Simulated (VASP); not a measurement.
# B2W (P6/mmm) in VASP: a series of runs

B2W is run at these levels: LDA; tasks: single point.

Program: VASP 6.6.1. These are calculated values, not measurements. Logs are shortened: lines on timing, memory, paths and dates and some standing lists are left out, and cuts for length are marked.

### 1 The cell of the first run

The structure is hexagonal, space group P6/mmm (No. 191). The conventional cell has a = 2.958 Å, b = 2.958 Å, c = 2.988 Å, α = 90.00°, β = 90.00°, γ = 120.00°. B (site symmetry -6m2) has 3 B at 1.71 Å and 6 W at 2.27 Å within 2.3 Å. Within 3.0 Å of W (site symmetry 6/mmm) lie 12 B at 2.27 Å and 8 W at 2.96 to 2.99 Å.

### 2 Single point, LDA (volume scaled by 0.94)

The input, INCAR:

```
PREC = Accurate
ENCUT = 520
EDIFF = 1E-6
ISMEAR = -1
SIGMA = 0.05
LREAL = F
LASPH = T
NELM = 80
ALGO = Normal
ISIF = 2
LWAVE = F
LCHARG = T
GGA = CA
LELF = T
LVHAR = T
NBANDS = 17
```

The input, KPOINTS:

```
Automatic mesh
0
Gamma
  14 14 12
```

The input, POSCAR:

```
B2W
1.0
    2.9583514398      0.0000000000      0.0000000000
   -1.4791757200      2.5620075002      0.0000000000
    0.0000000000      0.0000000000      2.9877376316
B W
2 1
Direct
    0.3333333333      0.6666666667      0.5000000000
    0.6666666667      0.3333333333      0.5000000000
    0.0000000000      0.0000000000      0.0000000000
```

Potentials or basis: VASP PAW LDA potentials, release 64 (B, W_sv).

Command:

```
$ cat potpaw_LDA.64/B/POTCAR potpaw_LDA.64/W_sv/POTCAR > POTCAR
$ mpirun -np 1 vasp_std > vasp.out
```

OUTCAR:

```text
PREC = Accurate
   ENCUT = 520
   EDIFF = 1E-6
   ISMEAR = -1
   LREAL = F
   LASPH = T
   NELM = 80
   ISIF = 2
   GGA = CA

 ion  position               nearest neighbor table
   1  0.333  0.667  0.500-   2 1.71   2 1.71   2 1.71   3 2.27   3 2.27   3 2.27   3 2.27   3 2.27
                             3 2.27
   2  0.667  0.333  0.500-   1 1.71   1 1.71   1 1.71   3 2.27   3 2.27   3 2.27   3 2.27   3 2.27
                             3 2.27
   3  0.000  0.000  0.000-   1 2.27   2 2.27   1 2.27   2 2.27   2 2.27   2 2.27   1 2.27   1 2.27
                             2 2.27   2 2.27   1 2.27   1 2.27

  LATTYP: Found a hexagonal cell.
 ALAT       =     2.9583514398
 C/A-ratio  =     1.0099332998

  Lattice vectors:

 A1 = (   2.9583514398,   0.0000000000,   0.0000000000)
 A2 = (  -1.4791757200,   2.5620075002,   0.0000000000)
 A3 = (   0.0000000000,   0.0000000000,   2.9877376316)

Analysis of symmetry for initial positions (statically):
=====================================================================
 Subroutine PRICEL returns:
 Original cell was already a primitive cell.

 Routine SETGRP: Setting up the symmetry group for a
 hexagonal supercell.

 Subroutine GETGRP returns: Found 24 space group operations
 (whereof 24 operations were pure point group operations)
 out of a pool of 24 trial point group operations.

The static configuration has the point symmetry D_6h.

Analysis of symmetry for dynamics (positions and initial velocities):
=====================================================================
 Subroutine PRICEL returns:
 Original cell was already a primitive cell.

 Routine SETGRP: Setting up the symmetry group for a
 hexagonal supercell.

 Subroutine GETGRP returns: Found 24 space group operations
 (whereof 24 operations were pure point group operations)
 out of a pool of 24 trial point group operations.

The dynamic configuration has the point symmetry D_6h.

 Subroutine INISYM returns: Found 24 space group operations
 (whereof 24 operations are pure point group operations),
 and found     1 'primitive' translations

----------------------------------------------------------------------------------------

                                     Primitive cell

  volume of cell :      22.6450

  direct lattice vectors                    reciprocal lattice vectors
     2.958351440  0.000000000  0.000000000     0.338026100  0.195159460  0.000000000
[... 82 lines left out ...]
   ISPIN  =      1    spin polarized calculation?
   LNONCOLLINEAR =      F non collinear calculations
   LSORBIT =      F    spin-orbit coupling
   LASPH  =      T    aspherical Exc in radial PAW
   ENCUT  =  520.0 eV  38.22 Ry    6.18 a.u.   5.50  5.50  5.56*2*pi/ulx,y,z
   NELM   =     80;   NELMIN=  2; NELMDL= -5     # of ELM steps
   EDIFF  = 0.1E-05   stopping-criterion for ELM
   LREAL  =      F    real-space projection
   EDIFFG = 0.1E-04   stopping-criterion for IOM
   NSW    =      0    number of steps for IOM
   IBRION =     -1    ionic relax: 0-MD 1-quasi-New 2-CG
   NFREE  =      0    steps in history (QN), initial steepest desc. (CG)
   ISIF   =      2    stress and relaxation
   ISYM   =      2    0-nonsym 1-usesym 2-fastsym
   POTIM  = 0.5000    time-step for ionic-motion
   TEBEG  =    0.0;   TEEND  =   0.0 temperature during run
   PSTRESS=    0.0 pullay stress
   NELECT =      20.0000    total number of electrons
   NUPDOWN=      -1.0000    fix difference up-down
   EMIN   =  10.00;   EMAX   =-10.00  energy-range for DOS
   EFERMI =   0.00;   METHOD = LEGACY
   ISMEAR =    -1;   SIGMA  =   0.05  broadening in eV -4-tet -1-fermi 0-gaus
   EFERMI_NEDOS =   21; number of points for ismear=-14 and -15
   IALGO  =     38    algorithm
   IMIX   =      4    mixing-type and parameters
     AMIX     =   0.40;   BMIX     =  1.00
     AMIX_MAG =   1.60;   BMIX_MAG =  1.00
  volume/ion in A,a.u.               =       7.55        50.94
  Fermi-wavevector in a.u.,A,eV,Ry     =   1.570703  2.968197 33.567023  2.467107
  Thomas-Fermi vector in A             =   2.672396
   LORBIT       =      0    0 simple, 1 ext, 2 COOP (PROOUT), +10 PAW based schemes
   GGA     = CA    functional components
   LHFCALC =     F    Hartree Fock is set to
   AEXX    =    0.0000 exact exchange contribution
   IVDW    =     0    specifies the selected vdW correction
   LEPSILON=     F    determine dielectric tensor
   LRPA    =     F    only Hartree local field effects (RPA)
 non-spin polarized calculation
  energy-cutoff  :      520.00
  volume of cell :       22.65
 maximum number of plane-waves:       636
 NGX is ok and might be reduce to    24
   NGX = 11   NGY = 11   NGZ = 11

 number of electron      20.0000003 magnetization

 Free energy of the ion-electron system (eV)
  ---------------------------------------------------
  ext. energy  EPLUGINS =         0.00000000
  ---------------------------------------------------
  free energy    TOTEN  =       -28.91070204 eV

  energy without entropy =      -28.90033597  energy(sigma->0) =      -28.90551901

 E-fermi :  14.6195     XC(G=0): -14.4849

 val. band max:       14.6169379531   @ k =   0.1429   0.0000   0.4167
 cond. band min:      14.6305528242   @ k =   0.2143   0.0000   0.0833
 fundamental gap:      0.0136148711
 Fermi energy:        14.6194577752

 k-point     1 :       0.0000    0.0000    0.0000
  band No.  band energies     occupation
      1     -60.0860      2.00000
      2     -24.7469      2.00000
      3     -24.4148      2.00000
      4     -24.4148      2.00000
      5      -2.5402      2.00000
      6       7.9233      2.00000
[... 457 lines left out ...]
      4     -24.6083      2.00000
      5       2.9571      2.00000
      6       3.6038      2.00000
[... 9 lines left out ...]
     16      25.8560      0.00000
     17      27.0137      0.00000

 [... further k-points ...]
[... 5 lines left out ...]
  --------------------------------------------------------------------------------------
  -------------------------------------------------------------------------------------
  Total        7.0599026      7.0599026      9.6168181     -0.0000000     -0.0000000      0.0000000
  in kB      499.5013589    499.5013589    680.4079254     -0.0000000     -0.0000000      0.0000000
  external PRESSURE =     559.8035477 kB  Pullay stress =       0.0000000 kB

 VOLUME and BASIS-vectors are now :
 -----------------------------------------------------------------------------
  energy-cutoff  :      520.00
  volume of cell :       22.65
      direct lattice vectors                 reciprocal lattice vectors
     2.958351440  0.000000000  0.000000000     0.338026100  0.195159460  0.000000000
    -1.479175720  2.562007500  0.000000000     0.000000000  0.390318920  0.000000000
     0.000000000  0.000000000  2.987737632     0.000000000  0.000000000  0.334701411

 POSITION                                       TOTAL-FORCE (eV/Angst)
 -----------------------------------------------------------------------------------
     -0.00000      1.70801      1.49387        -0.000000      0.000000      0.000000
      1.47918      0.85400      1.49387         0.000000      0.000000      0.000000
      0.00000      0.00000      0.00000         0.000000      0.000000      0.000000
 -----------------------------------------------------------------------------------
    total drift:                               -0.000000      0.000000     -0.000000

  FREE ENERGIE OF THE ION-ELECTRON SYSTEM (eV)
  ---------------------------------------------------
  free  energy   TOTEN  =       -28.9107020394 eV

  energy  without entropy=      -28.9003359715  energy(sigma->0) =      -28.90551901
```

OSZICAR:

```text
N       E                     dE             d eps       ncg     rms          rms(c)
DAV:   1     0.119156909086E+03    0.11916E+03   -0.10346E+04  5712   0.129E+03
DAV:   2    -0.289913961304E+02   -0.14815E+03   -0.14427E+03  6622   0.349E+02
DAV:   3    -0.326972062162E+02   -0.37058E+01   -0.36628E+01  6846   0.517E+01
DAV:   4    -0.327167557638E+02   -0.19550E-01   -0.19510E-01  6866   0.383E+00
DAV:   5    -0.327168598814E+02   -0.10412E-03   -0.10411E-03  6940   0.275E-01    0.418E+01
DAV:   6    -0.289748472126E+02    0.37420E+01   -0.12993E+01  6489   0.274E+01    0.123E+01
DAV:   7    -0.289321851892E+02    0.42662E-01   -0.28187E-01  6151   0.441E+00    0.715E+00
DAV:   8    -0.289119713422E+02    0.20214E-01   -0.18757E-02  6930   0.162E+00    0.751E-01
DAV:   9    -0.289107315127E+02    0.12398E-02   -0.21006E-03  6540   0.508E-01    0.152E-01
DAV:  10    -0.289107018650E+02    0.29648E-04   -0.11188E-04  6661   0.851E-02    0.143E-02
DAV:  11    -0.289107020394E+02   -0.17437E-06   -0.24739E-06  5965   0.151E-02
   1 F= -.28910702E+02 E0= -.28905519E+02  d E =-.103661E-01
```

stdout:

```text
POSCAR found type information on POSCAR B W
 POSCAR found :  2 types and       3 ions
 scaLAPACK will be used
 LDA part: xc-table for (Slater(with rela. corr.)+CA(PZ))
 , standard interpolation
 POSCAR, INCAR and KPOINTS ok, starting setup
 FFT: planning ... GRIDC
 FFT: planning ... GRID_SOFT
 FFT: planning ... GRID
 WAVECAR not read
 entering main loop
```

Wall time 28 s (1 thread of AMD EPYC 9R45 (Zen 5), shared host); peak memory 0.15 GiB.

What came out:

* Free energy: -28.9107 eV
* Pressure: 56.0 GPa
* Band gap on the k mesh: zero (band 10 reaches 16.91 eV, above the bottom of band 11 at 11.69 eV)

Levels at points of the mesh, in eV from the Fermi level:
```tsv
k point	band 8	band 9	band 10	band 11	band 12	band 13
(0.00, 0.00, 0.00)	-6.67	-3.84	0.44	0.44	3.57	3.57
(0.50, 0.00, 0.00)	-6.86	-5.75	-0.68	1.48	1.57	2.52
(0.00, 0.00, 0.50)	-3.98	-3.21	-3.21	-2.93	-2.93	0.87
(0.50, 0.00, 0.50)	-8.52	-5.09	2.28	2.34	3.57	5.78
```

Caveat: spin-orbit coupling is left out, which moves the levels of the heavy elements.

### 3 Single point, LDA (volume scaled by 0.98)

The input, INCAR:

```
SYSTEM = B2W
  ALGO = Normal
  EDIFF = 1E-7
  ENCUT = 520
  GGA = CA
  ISIF = 2
  ISMEAR = -1
  LASPH = .TRUE.
  LCHARG = .FALSE.
  LREAL = .FALSE.
  LWAVE = .FALSE.
  NBANDS = 17
  NELM = 80
  PREC = Accurate
  SIGMA = 0.05
```

The input, KPOINTS:

```
k-points
0
G
  14 14 12
  0 0 0
```

The input, POSCAR:

```
B2W
1.0
    2.9997323439      0.0000000000      0.0000000000
   -1.4998661720      2.5978444143      0.0000000000
    0.0000000000      0.0000000000      3.0295295846
B W
2 1
Direct
    0.3333333333      0.6666666667      0.5000000000
    0.6666666667      0.3333333333      0.5000000000
    0.0000000000      0.0000000000      0.0000000000
```

Potentials or basis: VASP PAW LDA potentials, release 64 (B, W_sv).

Command:

```
$ cat potpaw_LDA.64/B/POTCAR potpaw_LDA.64/W_sv/POTCAR > POTCAR
$ mpirun -np 1 vasp_std > vasp.out
```

OUTCAR:

```text
SYSTEM = B2W
   EDIFF = 1E-7
   ENCUT = 520
   GGA = CA
   ISIF = 2
   ISMEAR = -1
   LASPH = .TRUE.
   LREAL = .FALSE.
   NELM = 80
   PREC = Accurate

 ion  position               nearest neighbor table
   1  0.333  0.667  0.500-   2 1.73   2 1.73   2 1.73   3 2.30   3 2.30   3 2.30   3 2.30   3 2.30
                             3 2.30
   2  0.667  0.333  0.500-   1 1.73   1 1.73   1 1.73   3 2.30   3 2.30   3 2.30   3 2.30   3 2.30
                             3 2.30
   3  0.000  0.000  0.000-   1 2.30   2 2.30   1 2.30   2 2.30   1 2.30   1 2.30   2 2.30   2 2.30
                             2 2.30   2 2.30   1 2.30   1 2.30

  LATTYP: Found a hexagonal cell.
 ALAT       =     2.9997323439
 C/A-ratio  =     1.0099332998

  Lattice vectors:

 A1 = (   2.9997323439,   0.0000000000,   0.0000000000)
 A2 = (  -1.4998661720,   2.5978444143,   0.0000000000)
 A3 = (   0.0000000000,   0.0000000000,   3.0295295846)

Analysis of symmetry for initial positions (statically):
=====================================================================
 Subroutine PRICEL returns:
 Original cell was already a primitive cell.

 Routine SETGRP: Setting up the symmetry group for a
 hexagonal supercell.

 Subroutine GETGRP returns: Found 24 space group operations
 (whereof 24 operations were pure point group operations)
 out of a pool of 24 trial point group operations.

The static configuration has the point symmetry D_6h.

Analysis of symmetry for dynamics (positions and initial velocities):
=====================================================================
 Subroutine PRICEL returns:
 Original cell was already a primitive cell.

 Routine SETGRP: Setting up the symmetry group for a
 hexagonal supercell.

 Subroutine GETGRP returns: Found 24 space group operations
 (whereof 24 operations were pure point group operations)
 out of a pool of 24 trial point group operations.

The dynamic configuration has the point symmetry D_6h.

[... 118 lines left out ...]
   IMIX   =      4    mixing-type and parameters
     AMIX     =   0.40;   BMIX     =  1.00
     AMIX_MAG =   1.60;   BMIX_MAG =  1.00
  volume/ion in A,a.u.               =       7.87        53.11
  Fermi-wavevector in a.u.,A,eV,Ry     =   1.549035  2.927252 32.647306  2.399509
  Thomas-Fermi vector in A             =   2.653900
   LORBIT       =      0    0 simple, 1 ext, 2 COOP (PROOUT), +10 PAW based schemes
   GGA     = CA    functional components
   LHFCALC =     F    Hartree Fock is set to
   AEXX    =    0.0000 exact exchange contribution
   IVDW    =     0    specifies the selected vdW correction
   LEPSILON=     F    determine dielectric tensor
   LRPA    =     F    only Hartree local field effects (RPA)
 non-spin polarized calculation
  energy-cutoff  :      520.00
  volume of cell :       23.61
 maximum number of plane-waves:       659
 NGX is ok and might be reduce to    24
   NGX = 11   NGY = 11   NGZ = 11

 number of electron      19.9999996 magnetization

 Free energy of the ion-electron system (eV)
  ---------------------------------------------------
  ext. energy  EPLUGINS =         0.00000000
  ---------------------------------------------------
  free energy    TOTEN  =       -29.17984798 eV

  energy without entropy =      -29.16887842  energy(sigma->0) =      -29.17436320

 E-fermi :  13.9673     XC(G=0): -14.2637

 val. band max:       13.9571494009   @ k =   0.2143   0.2143   0.0833
 cond. band min:      13.9781933905   @ k =   0.0714   0.0714   0.3333
 fundamental gap:      0.0210439896
 Fermi energy:        13.9673413912

 k-point     1 :       0.0000    0.0000    0.0000
  band No.  band energies     occupation
      1     -60.7436      2.00000
      2     -25.3724      2.00000
      3     -25.0771      2.00000
      4     -25.0771      2.00000
      5      -2.8193      2.00000
      6       7.5496      2.00000
[... 457 lines left out ...]
      4     -25.2551      2.00000
      5       2.6183      2.00000
      6       3.1195      2.00000
[... 9 lines left out ...]
     16      24.6507      0.00000
     17      25.8435      0.00000

 [... further k-points ...]

------------------------ aborting loop because EDIFF is reached ----------------------------------------

  FORCE on cell =-STRESS in cart. coord.  units (eV):
  Direction    XX          YY          ZZ          XY          YZ          ZX
  --------------------------------------------------------------------------------------
  -------------------------------------------------------------------------------------
  Total        4.1451073      4.1451073      6.6848419     -0.0000000      0.0000000      0.0000000
  in kB      281.3037451    281.3037451    453.6604089     -0.0000000      0.0000000      0.0000000
  external PRESSURE =     338.7559664 kB  Pullay stress =       0.0000000 kB

 VOLUME and BASIS-vectors are now :
 -----------------------------------------------------------------------------
  energy-cutoff  :      520.00
  volume of cell :       23.61
      direct lattice vectors                 reciprocal lattice vectors
     2.999732344  0.000000000  0.000000000     0.333363076  0.192467261  0.000000000
    -1.499866172  2.597844414  0.000000000     0.000000000  0.384934523  0.000000000
     0.000000000  0.000000000  3.029529585     0.000000000  0.000000000  0.330084250

 POSITION                                       TOTAL-FORCE (eV/Angst)
 -----------------------------------------------------------------------------------
     -0.00000      1.73190      1.51476        -0.000000      0.000000      0.000000
      1.49987      0.86595      1.51476         0.000000     -0.000000      0.000000
      0.00000      0.00000      0.00000         0.000000      0.000000      0.000000
 -----------------------------------------------------------------------------------
    total drift:                               -0.000000      0.000000      0.000000

  FREE ENERGIE OF THE ION-ELECTRON SYSTEM (eV)
  ---------------------------------------------------
  free  energy   TOTEN  =       -29.1798479757 eV

  energy  without entropy=      -29.1688784187  energy(sigma->0) =      -29.17436320
```

stdout:

```text
POSCAR found type information on POSCAR B W
 POSCAR found :  2 types and       3 ions
 scaLAPACK will be used
 LDA part: xc-table for (Slater(with rela. corr.)+CA(PZ))
 , standard interpolation
 POSCAR, INCAR and KPOINTS ok, starting setup
 FFT: planning ... GRIDC
 FFT: planning ... GRID_SOFT
 FFT: planning ... GRID
 WAVECAR not read
 entering main loop
```

It took 29 s on 1 thread of AMD EPYC 9R45 (Zen 5), shared host; peak memory 0.15 GiB.

What came out:

| Quantity | Value |
| --- | --- |
| Free energy | -29.1798 eV |
| Pressure | 33.9 GPa |
| Band gap on the k mesh | zero (band 10 reaches 16.09 eV, above the bottom of band 11 at 11.19 eV) |

Levels at points of the mesh, in eV from the Fermi level:
```csv
k point,band 8,band 9,band 10,band 11,band 12,band 13
"(0.00, 0.00, 0.00)",-6.35,-3.75,0.38,0.38,3.40,3.40
"(0.50, 0.00, 0.00)",-6.55,-5.58,-0.66,1.46,1.48,2.36
"(0.00, 0.00, 0.50)",-3.80,-3.06,-3.06,-2.78,-2.78,0.79
"(0.50, 0.00, 0.50)",-8.18,-5.04,2.12,2.17,3.40,5.38
```

Caveat: spin-orbit coupling is left out, which moves the levels of the heavy elements.

[end of part 1 of 2]
